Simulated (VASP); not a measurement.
# Ni (Fm-3m) in VASP: single point with PBE+U

Aim: the single point of Ni with PBE+U.

Program: VASP 6.6.1. These are calculated values, not measurements. Logs are shortened: lines on timing, memory, paths and dates and some standing lists are left out, and cuts for length are marked.

### 1 The cell of the first run

It takes space group Fm-3m (No. 225, cubic). Conventional cell: a = 3.546 Å, b = 3.546 Å, c = 3.546 Å, α = 90.00°, β = 90.00°, γ = 90.00°. Ni (site symmetry m-3m) has 12 Ni at 2.51 Å within 3.3 Å.

### 2 Single point, PBE+U

INCAR reads:

```
SYSTEM = Ni
PREC     = Accurate       ! precision mode
ENCUT    = 520            ! plane-wave cutoff, eV
EDIFF    = 1E-6           ! SCF threshold, eV
ISMEAR   = -1             ! smearing method
SIGMA    = 0.1            ! smearing width, eV
LREAL    = .FALSE.        ! projectors in reciprocal space
LASPH    = .TRUE.         ! aspherical terms in the spheres
NELM     = 150            ! most SCF steps
ALGO     = Normal         ! electronic algorithm
ISIF     = 2              ! what is computed and relaxed
LWAVE    = .FALSE.        ! write WAVECAR
LCHARG   = .TRUE.         ! write CHGCAR
LMAXMIX  = 4              ! l up to which the mixer works
LDAU     = .TRUE.         ! DFT+U
LDAUTYPE = 2            
LDAUL    = 2              ! shell
LDAUU    = 6.2            ! U, eV
LDAUJ    = 0            
LDAUPRINT= 1            
GGA      = PE             ! functional
LELF     = .TRUE.         ! ELF
LVHAR    = .TRUE.       
NBANDS   = 17             ! bands
```

KPOINTS reads:

```
Automatic mesh
0
G
  12 12 12
  0 0 0
```

POSCAR reads:

```
Ni
1.0
    3.5456000000      1.7728000000      1.7728000000
    1.7728000000      3.5456000000      1.7728000000
    1.7728000000      1.7728000000      3.5456000000
Ni
2
Direct
    0.0000000000      0.0000000000      0.0000000000
    0.5000000000      0.5000000000      0.5000000000
```

Potentials or basis: VASP PAW PBE potentials, release 64 (Ni).

Command:

```console
$ cat potpaw_PBE.64/Ni/POTCAR > POTCAR
$ mpirun -np 1 vasp_std > vasp.out
```

OUTCAR:

```text
SYSTEM = Ni
   PREC = Accurate
   ENCUT = 520
   EDIFF = 1E-6
   ISMEAR = -1
   LREAL = .FALSE.
   LASPH = .TRUE.
   NELM = 150
   ISIF = 2
   GGA = PE

 ion  position               nearest neighbor table
   1  0.000  0.000  0.000-   2 2.51   2 2.51   2 2.51   2 2.51   2 2.51   2 2.51
   2  0.500  0.500  0.500-   1 2.51   1 2.51   1 2.51   1 2.51   1 2.51   1 2.51

  LATTYP: Found a trigonal (rhomboedric) cell.
 ALAT       =     4.3424554160
 COS(alpha) =     0.8333333333

  Lattice vectors:

 A1 = (   3.5456000000,   1.7728000000,   1.7728000000)
 A2 = (   1.7728000000,   3.5456000000,   1.7728000000)
 A3 = (   1.7728000000,   1.7728000000,   3.5456000000)

Analysis of symmetry for initial positions (statically):
=====================================================================
 Subroutine PRICEL returns following result:

  LATTYP: Found a face centered cubic cell.
 ALAT       =     3.5456000000

  Lattice vectors:

 A1 = (   0.0000000000,  -1.7728000000,   1.7728000000)
 A2 = (  -1.7728000000,   0.0000000000,   1.7728000000)
 A3 = (  -1.7728000000,  -1.7728000000,   0.0000000000)

   2 primitive cells build up your supercell.

 Routine SETGRP: Setting up the symmetry group for a
 trigonal (rhombohedral) supercell.

 Subroutine GETGRP returns: Found 12 space group operations
 (whereof 12 operations were pure point group operations)
 out of a pool of 12 trial point group operations.

The static configuration has the point symmetry D_3d.

Analysis of symmetry for dynamics (positions and initial velocities):
=====================================================================
 Subroutine PRICEL returns following result:

  LATTYP: Found a face centered cubic cell.
 ALAT       =     3.5456000000

  Lattice vectors:

 A1 = (   0.0000000000,  -1.7728000000,   1.7728000000)
 A2 = (  -1.7728000000,   0.0000000000,   1.7728000000)
 A3 = (  -1.7728000000,  -1.7728000000,   0.0000000000)

   2 primitive cells build up your supercell.

 Routine SETGRP: Setting up the symmetry group for a
 trigonal (rhombohedral) supercell.

 Subroutine GETGRP returns: Found 12 space group operations
 (whereof 12 operations were pure point group operations)
 out of a pool of 12 trial point group operations.

The dynamic configuration has the point symmetry D_3d.

 Subroutine INISYM returns: Found 12 space group operations
 (whereof 12 operations are pure point group operations),
 and found     2 'primitive' translations

----------------------------------------------------------------------------------------

                                     Primitive cell

  volume of cell :      11.1432

  direct lattice vectors                    reciprocal lattice vectors
     0.000000000 -1.772800000  1.772800000     0.282039711 -0.282039711  0.282039711
    -1.772800000  0.000000000  1.772800000    -0.282039711  0.282039711  0.282039711
    -1.772800000 -1.772800000  0.000000000    -0.282039711 -0.282039711 -0.282039711

  length of vectors
     2.507117803  2.507117803  2.507117803     0.488507110  0.488507110  0.488507110

  position of ions in fractional coordinates (direct lattice)
     0.000000000  0.000000000  0.000000000

  ion indices of the primitive-cell ions
   primitive index   ion index
                 1           1

----------------------------------------------------------------------------------------

 KPOINTS: Automatic mesh

Automatic generation of k-mesh.
 Grid dimensions read from file:
 generate k-points for:   12   12   12

 Generating k-lattice:

  Cartesian coordinates                     Fractional coordinates (reciprocal lattice)
     0.035254964 -0.011751655 -0.011751655     0.083333333 -0.000000000 -0.000000000
    -0.011751655  0.035254964 -0.011751655    -0.000000000  0.083333333 -0.000000000
    -0.011751655 -0.011751655  0.035254964    -0.000000000 -0.000000000  0.083333333
[... 62 lines left out ...]
   NFREE  =      0    steps in history (QN), initial steepest desc. (CG)
   ISIF   =      2    stress and relaxation
   ISYM   =      2    0-nonsym 1-usesym 2-fastsym
   POTIM  = 0.5000    time-step for ionic-motion
   TEBEG  =    0.0;   TEEND  =   0.0 temperature during run
   PSTRESS=    0.0 pullay stress
   NELECT =      20.0000    total number of electrons
   NUPDOWN=      -1.0000    fix difference up-down
   EMIN   =  10.00;   EMAX   =-10.00  energy-range for DOS
   EFERMI =   0.00;   METHOD = LEGACY
   ISMEAR =    -1;   SIGMA  =   0.10  broadening in eV -4-tet -1-fermi 0-gaus
   EFERMI_NEDOS =   21; number of points for ismear=-14 and -15
   IALGO  =     38    algorithm
   IMIX   =      4    mixing-type and parameters
     AMIX     =   0.40;   BMIX     =  1.00
     AMIX_MAG =   1.60;   BMIX_MAG =  1.00
  volume/ion in A,a.u.               =      11.14        75.20
  Fermi-wavevector in a.u.,A,eV,Ry     =   1.579083  2.984035 33.926190  2.493505
  Thomas-Fermi vector in A             =   2.679517
   LORBIT       =      0    0 simple, 1 ext, 2 COOP (PROOUT), +10 PAW based schemes
 LDA+U is selected, type is set to LDAUTYPE =  2
   angular momentum for each species LDAUL =     2
   U (eV)           for each species LDAUU =   6.2
   J (eV)           for each species LDAUJ =   0.0
   GGA     = PE    functional components
   LHFCALC =     F    Hartree Fock is set to
   AEXX    =    0.0000 exact exchange contribution
   IVDW    =     0    specifies the selected vdW correction
   LEPSILON=     F    determine dielectric tensor
   LRPA    =     F    only Hartree local field effects (RPA)
 non-spin polarized calculation
  energy-cutoff  :      520.00
  volume of cell :       22.29
 maximum number of plane-waves:       612
   NGX = 17   NGY = 17   NGZ = 17

atom =   1  type =  1  l = 2

 onsite density matrix

spin component  1

  0.8317  0.0010  0.0010  0.0010 -0.0000
  0.0010  0.8317 -0.0005  0.0010  0.0009
  0.0010 -0.0005  0.9184 -0.0005 -0.0000
  0.0010  0.0010 -0.0005  0.8317 -0.0009
 -0.0000  0.0009 -0.0000 -0.0009  0.9184

spin component  2

  0.8317  0.0010  0.0010  0.0010 -0.0000
  0.0010  0.8317 -0.0005  0.0010  0.0009
  0.0010 -0.0005  0.9184 -0.0005 -0.0000
  0.0010  0.0010 -0.0005  0.8317 -0.0009
 -0.0000  0.0009 -0.0000 -0.0009  0.9184

 occupancies and eigenvectors

  o =  0.8307  v =  0.0000 -0.7070  0.0000  0.7070  0.0139  0.0000  0.0000  0.0000  0.0000  0.0000      0.0000  0.0000  0.0000  0.0000  0.0000  0.0000  0.0000  0.0000  0.0000  0.0000
  o =  0.8307  v =  0.0000  0.0000  0.0000  0.0000  0.0000  0.0000 -0.7070  0.0000  0.7070  0.0139      0.0000  0.0000  0.0000  0.0000  0.0000  0.0000  0.0000  0.0000  0.0000  0.0000
  o =  0.8307  v =  0.8164 -0.4082 -0.0139 -0.4082 -0.0000  0.0000  0.0000  0.0000  0.0000  0.0000      0.0000  0.0000  0.0000  0.0000  0.0000  0.0000  0.0000  0.0000  0.0000  0.0000
  o =  0.8307  v =  0.0000  0.0000  0.0000  0.0000  0.0000  0.8164 -0.4082 -0.0139 -0.4082 -0.0000      0.0000  0.0000  0.0000  0.0000  0.0000  0.0000  0.0000  0.0000  0.0000  0.0000
  o =  0.8337  v =  0.5774  0.5774 -0.0000  0.5774  0.0000  0.0000  0.0000  0.0000  0.0000  0.0000      0.0000  0.0000  0.0000  0.0000  0.0000  0.0000  0.0000  0.0000  0.0000  0.0000
  o =  0.8337  v =  0.0000  0.0000  0.0000  0.0000  0.0000  0.5774  0.5774 -0.0000  0.5774  0.0000      0.0000  0.0000  0.0000  0.0000  0.0000  0.0000  0.0000  0.0000  0.0000  0.0000
  o =  0.9184  v =  0.0000  0.0000  0.0000  0.0000  0.0000 -0.0114  0.0057 -0.9999  0.0057  0.0000      0.0000  0.0000  0.0000  0.0000  0.0000  0.0000  0.0000  0.0000  0.0000  0.0000
  o =  0.9184  v = -0.0114  0.0057 -0.9999  0.0057  0.0000  0.0000  0.0000  0.0000  0.0000  0.0000      0.0000  0.0000  0.0000  0.0000  0.0000  0.0000  0.0000  0.0000  0.0000  0.0000
  o =  0.9184  v =  0.0000  0.0000  0.0000  0.0000  0.0000  0.0000  0.0098  0.0000 -0.0098  0.9999      0.0000  0.0000  0.0000  0.0000  0.0000  0.0000  0.0000  0.0000  0.0000  0.0000
  o =  0.9184  v =  0.0000  0.0098  0.0000 -0.0098  0.9999  0.0000  0.0000  0.0000  0.0000  0.0000      0.0000  0.0000  0.0000  0.0000  0.0000  0.0000  0.0000  0.0000  0.0000  0.0000

atom =   2  type =  1  l = 2

 onsite density matrix

spin component  1

  0.8317  0.0010  0.0010  0.0010 -0.0000
  0.0010  0.8317 -0.0005  0.0010  0.0009
  0.0010 -0.0005  0.9184 -0.0005  0.0000
  0.0010  0.0010 -0.0005  0.8317 -0.0009
 -0.0000  0.0009  0.0000 -0.0009  0.9184

spin component  2

  0.8317  0.0010  0.0010  0.0010 -0.0000
  0.0010  0.8317 -0.0005  0.0010  0.0009
  0.0010 -0.0005  0.9184 -0.0005  0.0000
  0.0010  0.0010 -0.0005  0.8317 -0.0009
 -0.0000  0.0009  0.0000 -0.0009  0.9184

 occupancies and eigenvectors

  o =  0.8307  v = -0.8090  0.3094  0.0138  0.4996  0.0019  0.0000  0.0000  0.0000  0.0000  0.0000      0.0000  0.0000  0.0000  0.0000  0.0000  0.0000  0.0000  0.0000  0.0000  0.0000
  o =  0.8307  v =  0.0000  0.0000  0.0000  0.0000  0.0000 -0.8090  0.3094  0.0138  0.4996  0.0019      0.0000  0.0000  0.0000  0.0000  0.0000  0.0000  0.0000  0.0000  0.0000  0.0000
  o =  0.8307  v =  0.0000  0.0000  0.0000  0.0000  0.0000 -0.1099  0.7555  0.0019 -0.6457 -0.0138      0.0000  0.0000  0.0000  0.0000  0.0000  0.0000  0.0000  0.0000  0.0000  0.0000
  o =  0.8307  v = -0.1099  0.7555  0.0019 -0.6457 -0.0138  0.0000  0.0000  0.0000  0.0000  0.0000      0.0000  0.0000  0.0000  0.0000  0.0000  0.0000  0.0000  0.0000  0.0000  0.0000
  o =  0.8337  v = -0.5774 -0.5774 -0.0000 -0.5774  0.0000  0.0000  0.0000  0.0000  0.0000  0.0000      0.0000  0.0000  0.0000  0.0000  0.0000  0.0000  0.0000  0.0000  0.0000  0.0000
  o =  0.8337  v =  0.0000  0.0000  0.0000  0.0000  0.0000 -0.5774 -0.5774 -0.0000 -0.5774  0.0000      0.0000  0.0000  0.0000  0.0000  0.0000  0.0000  0.0000  0.0000  0.0000  0.0000
  o =  0.9184  v =  0.0000  0.0098  0.0000 -0.0098  0.9999  0.0000  0.0000  0.0000  0.0000  0.0000      0.0000  0.0000  0.0000  0.0000  0.0000  0.0000  0.0000  0.0000  0.0000  0.0000
  o =  0.9184  v =  0.0000  0.0000  0.0000  0.0000  0.0000  0.0000  0.0098  0.0000 -0.0098  0.9999      0.0000  0.0000  0.0000  0.0000  0.0000  0.0000  0.0000  0.0000  0.0000  0.0000
  o =  0.9184  v =  0.0114 -0.0057  0.9999 -0.0057 -0.0000  0.0000  0.0000  0.0000  0.0000  0.0000      0.0000  0.0000  0.0000  0.0000  0.0000  0.0000  0.0000  0.0000  0.0000  0.0000
  o =  0.9184  v =  0.0000  0.0000  0.0000  0.0000  0.0000  0.0114 -0.0057  0.9999 -0.0057 -0.0000      0.0000  0.0000  0.0000  0.0000  0.0000  0.0000  0.0000  0.0000  0.0000  0.0000

 number of electron      20.0000012 magnetization

 Free energy of the ion-electron system (eV)
  ---------------------------------------------------
  ext. energy  EPLUGINS =         0.00000000
  ---------------------------------------------------
  free energy    TOTEN  =        -3.06969670 eV

  energy without entropy =       -2.93240082  energy(sigma->0) =       -3.00104876

 E-fermi :   7.5991     XC(G=0): -12.9701

 val. band max:        7.5939469853   @ k =   0.4167   0.4167   0.0833
 cond. band min:       7.6119222457   @ k =   0.5000   0.5000   0.0833
 fundamental gap:      0.0179752604
 Fermi energy:         7.5990839541

 k-point     1 :       0.0000    0.0000    0.0000
  band No.  band energies     occupation
      1       0.2281      2.00000
      2       3.5076      2.00000
      3       5.3954      2.00000
      4       5.3954      2.00000
      5       5.7699      2.00000
      6       5.7880      2.00000
[... 457 lines left out ...]
      4       4.7639      2.00000
      5       5.4952      2.00000
      6       5.5685      2.00000
[... 9 lines left out ...]
     16      22.0190      0.00000
     17      22.2426      0.00000

 [... further k-points ...]

------------------------ aborting loop because EDIFF is reached ----------------------------------------

  FORCE on cell =-STRESS in cart. coord.  units (eV):
  Direction    XX          YY          ZZ          XY          YZ          ZX
  --------------------------------------------------------------------------------------
  -------------------------------------------------------------------------------------
  Total       -2.4678581     -2.4678581     -2.4678581     -0.0017286     -0.0017286     -0.0017286
  in kB     -177.4154926   -177.4154926   -177.4154926     -0.1242721     -0.1242721     -0.1242721
  external PRESSURE =    -177.4154926 kB  Pullay stress =       0.0000000 kB

 VOLUME and BASIS-vectors are now :
 -----------------------------------------------------------------------------
  energy-cutoff  :      520.00
  volume of cell :       22.29
      direct lattice vectors                 reciprocal lattice vectors
     3.545600000  1.772800000  1.772800000     0.423059567 -0.141019856 -0.141019856
     1.772800000  3.545600000  1.772800000    -0.141019856  0.423059567 -0.141019856
     1.772800000  1.772800000  3.545600000    -0.141019856 -0.141019856  0.423059567

 POSITION                                       TOTAL-FORCE (eV/Angst)
 -----------------------------------------------------------------------------------
      0.00000      0.00000      0.00000        -0.000000      0.000000      0.000000
      3.54560      3.54560      3.54560         0.000000     -0.000000     -0.000000
 -----------------------------------------------------------------------------------
    total drift:                               -0.000000      0.000000     -0.000000

  FREE ENERGIE OF THE ION-ELECTRON SYSTEM (eV)
  ---------------------------------------------------
  free  energy   TOTEN  =        -3.0696967021 eV

  energy  without entropy=       -2.9324008150  energy(sigma->0) =       -3.00104876
```

It took 2.5 min on 1 thread of Intel Xeon 8259CL, shared host; peak memory 0.21 GiB.

Results:

```yaml
Free_energy: -3.0697 eV
Pressure: -17.7 GPa
Band_gap_on_the_k_mesh: zero (bands 10 and 11 overlap by 1.12 eV)
```

Eigenvalues of the final occupation matrices:
```csv
site,spin,trace,eigenvalues
site 1 d,1,4.33,0.83 0.83 0.83 0.92 0.92
site 1 d,2,4.33,0.83 0.83 0.83 0.92 0.92
site 2 d,1,4.33,0.83 0.83 0.83 0.92 0.92
site 2 d,2,4.33,0.83 0.83 0.83 0.92 0.92
```

Caveat: the cell stands under tension; the run has no spin polarisation, though such a crystal can be magnetic; U without spin polarisation on a metal has little footing; the U is typed as a test and isn't derived for this compound. Spin polarisation is off, so any magnetic state and its effect on volume and gap are missing.
